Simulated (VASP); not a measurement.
# PbS (R3m) in VASP: a series of runs, part 2 of 2

VASP 6.6.1. The steps go on from the part before.

## (5) Single point, LDA

This run uses another cell than the first one, of 26.69 Å³/atom, 0.962 times its volume.

Contents of INCAR:

```
ALGO = Normal
EDIFF = 1E-6
ENCUT = 520
ISIF = 2
ISMEAR = -1
LASPH = T
LCHARG = F
LREAL = F
LWAVE = F
NBANDS = 17
NELM = 60
PREC = Accurate
SIGMA = 0.05
```

Contents of KPOINTS:

```
k-points
0
Gamma
  8 8 8
```

Contents of POSCAR:

```
PbS
1.0
    2.1126617058      1.2197458045      3.4519162518
   -2.1126617058      1.2197458045      3.4519162518
    0.0000000000     -2.4394916091      3.4519162518
Pb S
1 1
Direct
    0.9805657800      0.9805657800      0.9805657800
    0.4750355500      0.4750355500      0.4750355500
```

Potentials or basis: VASP PAW LDA potentials, release 64 (Pb_d, S).

On the command line:

```bash
$ cat potpaw_LDA.64/Pb_d/POTCAR potpaw_LDA.64/S/POTCAR > POTCAR
$ mpirun -np 1 vasp_std > vasp.out
```

OUTCAR:

```text
EDIFF = 1E-6
   ENCUT = 520
   ISIF = 2
   ISMEAR = -1
   LASPH = T
   LREAL = F
   NELM = 60
   PREC = Accurate

 ion  position               nearest neighbor table
   1  0.981  0.981  0.981-   2 2.96   2 2.96   2 2.96   2 3.02   2 3.02   2 3.02
   2  0.475  0.475  0.475-   1 2.96   1 2.96   1 2.96   1 3.02   1 3.02   1 3.02

  LATTYP: Found a trigonal (rhomboedric) cell.
 ALAT       =     4.2269191050
 COS(alpha) =     0.5003774362

  Lattice vectors:

 A1 = (   2.1126617058,   1.2197458045,   3.4519162518)
 A2 = (  -2.1126617058,   1.2197458045,   3.4519162518)
 A3 = (   0.0000000000,  -2.4394916091,   3.4519162518)

Analysis of symmetry for initial positions (statically):
=====================================================================
 Subroutine PRICEL returns:
 Original cell was already a primitive cell.

 Routine SETGRP: Setting up the symmetry group for a
 trigonal (rhombohedral) supercell.

 Subroutine GETGRP returns: Found  6 space group operations
 (whereof  6 operations were pure point group operations)
[... 156 lines left out ...]
  ---------------------------------------------------
  ext. energy  EPLUGINS =         0.00000000
  ---------------------------------------------------
  free energy    TOTEN  =        -9.95942449 eV

  energy without entropy =       -9.95917434  energy(sigma->0) =       -9.95929941

 E-fermi :   5.4195     XC(G=0):  -9.9253

 val. band max:        5.2664820488   @ k =   0.5000   0.0000   0.0000
 cond. band min:       5.5724218248   @ k =   0.5000   0.0000   0.0000
 fundamental gap:      0.3059397760
 Fermi energy:         5.4194570623

 k-point     1 :       0.0000    0.0000    0.0000
  band No.  band energies     occupation
      1     -11.4384      2.00000
      2     -11.4381      2.00000
      3     -11.4381      2.00000
      4     -11.4288      2.00000
      5     -11.4288      2.00000
      6      -8.0744      2.00000
[... 457 lines left out ...]
      4     -11.4149      2.00000
      5     -11.4057      2.00000
      6      -7.3165      2.00000
[... 9 lines left out ...]
     16      14.8220      0.00000
     17      16.0218      0.00000

 [... further k-points ...]
[... 5 lines left out ...]
  --------------------------------------------------------------------------------------
  -------------------------------------------------------------------------------------
  Total       -1.2277693     -1.2277693     -1.2206809      0.0000000      0.0000000      0.0000000
  in kB      -36.8567083    -36.8567083    -36.6439213      0.0000000      0.0000000      0.0000000
  external PRESSURE =     -36.7857793 kB  Pullay stress =       0.0000000 kB

 VOLUME and BASIS-vectors are now :
 -----------------------------------------------------------------------------
  energy-cutoff  :      520.00
  volume of cell :       53.37
      direct lattice vectors                 reciprocal lattice vectors
     2.112661706  1.219745805  3.451916252     0.236668274  0.136640492  0.096564722
    -2.112661706  1.219745805  3.451916252    -0.236668274  0.136640492  0.096564722
     0.000000000 -2.439491609  3.451916252     0.000000000 -0.273280984  0.096564722

 POSITION                                       TOTAL-FORCE (eV/Angst)
 -----------------------------------------------------------------------------------
      0.00000     -0.00000     10.15449         0.000000     -0.000000      0.003120
      0.00000     -0.00000      4.91935         0.000000      0.000000     -0.003120
 -----------------------------------------------------------------------------------
    total drift:                                0.000000     -0.000000     -0.000634

  FREE ENERGIE OF THE ION-ELECTRON SYSTEM (eV)
  ---------------------------------------------------
  free  energy   TOTEN  =        -9.9594244886 eV

  energy  without entropy=       -9.9591743364  energy(sigma->0) =       -9.95929941
```

OSZICAR:

```text
N       E                     dE             d eps       ncg     rms          rms(c)
DAV:   1     0.152609525427E+03    0.15261E+03   -0.93732E+03  2218   0.127E+03
DAV:   2     0.168365672449E+01   -0.15093E+03   -0.14539E+03  2368   0.313E+02
DAV:   3    -0.101220122660E+02   -0.11806E+02   -0.11712E+02  2838   0.911E+01
DAV:   4    -0.104201777068E+02   -0.29817E+00   -0.29780E+00  2821   0.157E+01
DAV:   5    -0.104306967843E+02   -0.10519E-01   -0.10518E-01  3244   0.293E+00    0.432E+00
DAV:   6    -0.997059464188E+01    0.46010E+00   -0.13885E+00  3415   0.777E+00    0.302E+00
DAV:   7    -0.996372509609E+01    0.68695E-02   -0.10545E-01  2628   0.161E+00    0.170E+00
DAV:   8    -0.995982200017E+01    0.39031E-02   -0.12536E-02  2805   0.106E+00    0.252E-01
DAV:   9    -0.995940475984E+01    0.41724E-03   -0.27142E-03  3276   0.384E-01    0.804E-02
DAV:  10    -0.995942880698E+01   -0.24047E-04   -0.16464E-04  2579   0.728E-02    0.570E-02
DAV:  11    -0.995942461451E+01    0.41925E-05   -0.18051E-05  2992   0.423E-02    0.828E-03
DAV:  12    -0.995942448860E+01    0.12591E-06   -0.69079E-07  1681   0.109E-02
   1 F= -.99594245E+01 E0= -.99592994E+01  d E =-.250152E-03
```

stdout:

```text
POSCAR found type information on POSCAR PbS
 POSCAR found :  2 types and       2 ions
 scaLAPACK will be used
 LDA part: xc-table for (Slater(with rela. corr.)+CA(PZ))
 , standard interpolation
 POSCAR, INCAR and KPOINTS ok, starting setup
 FFT: planning ... GRIDC
 FFT: planning ... GRID_SOFT
 FFT: planning ... GRID
 WAVECAR not read
 entering main loop
```

Wall time 28 s (1 thread of Intel Xeon Platinum 8375C at 2.90GHz (Ice Lake), shared host); peak memory 0.19 GiB.

Results:

| Property | Result |
| --- | --- |
| Free energy | -9.9594 eV |
| Pressure | -3.7 GPa |
| Largest force | 0.003 eV/Å |
| Band gap on the k mesh | 0.31 eV, direct |

Forces in eV/Å, atoms in the order of the input:
```
Pb   0.000  0.000  0.003
S    0.000  0.000 -0.003
```

Caveat: spin-orbit coupling is left out, which moves the levels of the heavy elements.

## (6) Single point, HSE06

This run uses another cell than the first one, of 26.69 Å³/atom, 0.962 times its volume.

POSCAR is that of step 5.

Contents of INCAR.step1:

```
SYSTEM = PbS
  ALGO = Normal
  EDIFF = 1E-5
  ENCUT = 520
  GGA = PE
  ISIF = 2
  ISMEAR = -1
  LASPH = .True.
  LCHARG = .False.
  LREAL = .False.
  LWAVE = .True.
  NBANDS = 17
  NELM = 80
  PREC = Accurate
  SIGMA = 0.05
```

Contents of INCAR.step2:

```
SYSTEM = PbS
  ALGO = Normal
  EDIFF = 1E-6
  ENCUT = 520
  GGA = PE
  HFSCREEN = 0.2079
  ISIF = 2
  ISMEAR = -1
  ISTART = 1
  LASPH = .True.
  LCHARG = .False.
  LHFCALC = .True.
  LREAL = .False.
  LWAVE = .False.
  NBANDS = 17
  NELM = 80
  PREC = Accurate
  PRECFOCK = Normal
  SIGMA = 0.05
```

Contents of KPOINTS:

```
k-points
0
Gamma
  4 4 4
  0 0 0
```

Potentials or basis: VASP PAW PBE potentials, release 64 (Pb_d, S).

On the command line:

```bash
$ cat potpaw_PBE.64/Pb_d/POTCAR potpaw_PBE.64/S/POTCAR > POTCAR
$ cp INCAR.step1 INCAR
$ mpirun -np 1 vasp_std > vasp.out
$ cp INCAR.step2 INCAR
$ mpirun -np 1 vasp_std > vasp.out
```

Wall time 8.4 min (1 thread of Intel Xeon Platinum 8375C at 2.90GHz (Ice Lake), shared host); peak memory 0.29 GiB.

The run converged. Its results:

```
Free energy            : -10.3950 eV
Pressure               : -0.2 GPa
Largest force          : 0.026 eV/Å
Band gap on the k mesh : 0.91 eV, direct
```

Forces in eV/Å, atoms in the order of the input:
```
Pb   0.000  0.000  0.026
S    0.000  0.000 -0.026
```

Levels at points of the mesh, in eV from the valence-band top:
```
           k point  band 6  band 7  band 8  band 9  band 10  band 11  band 12  band 13  band 14  band 15
(0.00, 0.00, 0.00)  -14.90   -6.41   -2.39   -2.39    -2.39     5.97     6.00     6.00     7.53     7.53
(0.50, 0.00, 0.00)  -13.64   -9.49   -2.02   -2.01     0.00     0.91     2.58     2.58     9.46    11.17
(0.50, 0.50, 0.00)  -13.19   -7.65   -5.60   -3.74    -3.73     4.48     6.43     6.53     6.54    12.20
(0.50, 0.50, 0.50)  -13.64   -9.48   -2.01   -2.01    -0.02     0.92     2.58     2.58     9.45    11.17
```

Caveat: the k points lie up to 0.46 Å⁻¹ apart; the PAW data sets were made with another functional, which shifts forces and pressure a little; spin-orbit coupling is left out, which moves the levels of the heavy elements. A k mesh can miss the band edges.

## (7) Summary

```csv
level,potentials or basis,cell,k mesh,grid for exact exchange (PRECFOCK),screening parameter,gap on the mesh (eV),pressure (GPa),largest force (eV/Å)
PBEsol,"VASP PAW PBE potentials, release 64 (Pb_d, S)","a = 4.283 Å, angles 60.0°, 2 atoms",8 × 8 × 8,-,-,0.48,-3.9,0.01
LDA,"VASP PAW LDA potentials, release 64 (Pb_d, S)","a = 4.310 Å, angles 60.0°, 2 atoms",8 × 8 × 8,-,-,0.48,-6.1,0.03
PBE,"VASP PAW PBE potentials, release 64 (Pb_d, S)","a = 4.227 Å, angles 60.0°, 2 atoms",4 × 4 × 4,-,-,0.46,0.9,0.03
LDA,"VASP PAW LDA potentials, release 64 (Pb_d, S)","a = 4.227 Å, angles 60.0°, 2 atoms",8 × 8 × 8,-,-,0.31,-3.7,-
HSE06,"VASP PAW PBE potentials, release 64 (Pb_d, S)","a = 4.227 Å, angles 60.0°, 2 atoms",4 × 4 × 4,Normal,0.2079 1/Å,0.91,-0.2,0.03
```

Alike in all rows: task single point; no spin polarisation; cutoff (eV) 520; smearing fermi-dirac 0.05 eV.

Caveats: some runs use coarse meshes; spin-orbit coupling is left out, which moves the levels of the heavy elements; the PAW data sets were made with another functional, which shifts forces and pressure a little (some runs).

Total energies depend on the potentials used, so only differences within one code and one set of settings carry meaning.
